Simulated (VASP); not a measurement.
Write the native input for VASP 6.6.1 that does the following.

* Task: single point
* Functional: PBEsol
* Potentials or basis: VASP PAW PBE potentials, release 64 (Hf_pv, Si)
* Cutoff: 520 eV
* k mesh: 10 × 10 × 10
* Occupations: gaussian, width 0.1 eV
* Spin: no spin polarisation
* Dipole correction: no
* Further INCAR settings: ALGO = Fast; EDIFF = 1e-06; NBANDS = 33

The structure of Hf2Si lies in POSCAR:

```
Hf2Si
1.0
   -3.2213791881      3.2213791881      2.5473094137
    3.2213791881     -3.2213791881      2.5473094137
    3.2213791881      3.2213791881     -2.5473094137
Hf Si
4 2
Direct
    0.8433656661      0.6566343339      0.5000000000
    0.3433656661      0.8433656661      0.1867313322
    0.1566343339      0.3433656661      0.5000000000
    0.6566343339      0.1566343339      0.8132686678
    0.7500000000      0.7500000000      0.0000000000
    0.2500000000      0.2500000000      0.0000000000
```

The input as run:

INCAR

```
PREC = Accurate ; ENCUT = 520
EDIFF = 1E-6 ; ISMEAR = 0
SIGMA = 0.1 ; LREAL = F
LASPH = T ; NELM = 60
ALGO = Fast ; ISIF = 2
LWAVE = F ; LCHARG = F
GGA = PS ; NBANDS = 33
```

KPOINTS

```
regular mesh
0
Gamma
  10 10 10
```

Potentials or basis: VASP PAW PBE potentials, release 64 (Hf_pv, Si).

The run is started by

```sh
$ cat potpaw_PBE.64/Hf_pv/POTCAR potpaw_PBE.64/Si/POTCAR > POTCAR
$ mpirun -np 1 vasp_std > vasp.out
```

It gave:

```json
{"Pressure": "4.7 GPa", "Largest force": "0.012 eV/Å", "Band gap on the k mesh": "zero (bands 24 and 25 overlap by 0.85 eV)"}
```

Caveat: the cell stands under pressure; the PAW data sets were made with another functional, which shifts forces and pressure a little; spin-orbit coupling is left out, which moves the levels of the heavy elements.

Wall time 9.1 min on 1 thread of Intel Xeon 8259CL (shared host), peak memory 0.44 GiB.
